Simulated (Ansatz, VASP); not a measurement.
**Bi in VASP and in Ansatz**

Contents of INCAR:

```
PREC     = Accurate       # precision mode
ENCUT    = 520            # plane-wave cutoff, eV
EDIFF    = 1E-7           # SCF threshold, eV
ISMEAR   = -1             # smearing method
SIGMA    = 0.03           # smearing width, eV
LREAL    = F              # projectors in reciprocal space
LASPH    = T              # aspherical terms in the spheres
NELM     = 100            # most SCF steps
ALGO     = Normal         # electronic algorithm
ISIF     = 2              # what is computed and relaxed
LWAVE    = F              # write WAVECAR
LCHARG   = F              # write CHGCAR
GGA      = PS             # functional
NBANDS   = 22             # bands
```

The input KPOINTS:

```
Automatic mesh
0
Gamma
  9 9 3
```

Contents of POSCAR:

```
Bi
1.0
    4.5390002997      0.0000000000      0.0000000000
   -2.2695001499      3.9308895674      0.0000000000
    0.0000000000      0.0000000000     12.1838700000
Bi
2
Direct
    0.3333333333      0.6666666667      0.2500000000
    0.6666666667      0.3333333333      0.7500000000
```

Input for Ansatz:

```yaml
crystal:
  lattice:
    - [4.5390002997, 0.0, 0.0]
    - [-2.2695001499, 3.9308895674, 0.0]
    - [0.0, 0.0, 12.18387]
  atoms:
    - { symbol: Bi, position: [0.3333333333, 0.6666666667, 0.25] }
    - { symbol: Bi, position: [0.6666666667, 0.3333333333, 0.75] }
kpoints:
  mp_grid: { grid: [9, 9, 3] }
  band_path:
    path:
      - [0.0, 0.0, 0.0]
      - [0.5, 0.0, 0.0]
      - [0.3333333333, 0.3333333333, 0.0]
      - [0.0, 0.0, 0.0]
      - [0.0, 0.0, 0.5]
      - [0.5, 0.0, 0.5]
      - [0.3333333333, 0.3333333333, 0.5]
      - [0.0, 0.0, 0.5]
      - [0.5, 0.0, 0.5]
    npoints: 5
scf:
  occupations: { method: fermi_dirac, width: 0.03 }
hamiltonian:
  xc: pbesol
  pseudopotentials: { kind: all_electron, lapw: { basis_error: 0.0005 } }
output:
  forces: true
  stress: true
  eigenvalues: true
```

Change from the starting cell: zz strain of +3 %.

Alike in both runs: task single point; functional PBEsol; k mesh 9 × 9 × 3; occupations fermi-dirac, width 0.03 eV; no spin polarisation.

|  | VASP | Ansatz |
| --- | --- | --- |
| version | VASP 6.6.1 | Ansatz 0.2.0 |
| potentials or method | VASP PAW PBE potentials, release 64 (Bi_d), cutoff 520 eV | all-electron LAPW, scalar-relativistic |

|  | VASP | Ansatz | Ansatz less VASP |
| --- | --- | --- | --- |
| pressure (GPa) | -3.4 | -3.4 | +0.03 |
| traceless stress, the component that is largest in VASP (GPa) | 3.15 | 3.15 | +0.002 |

VASP's potentials were made for PBE, not for PBEsol. Ansatz ran all-electron here, and VASP with PAW potentials.

Neither program's run includes spin-orbit coupling.
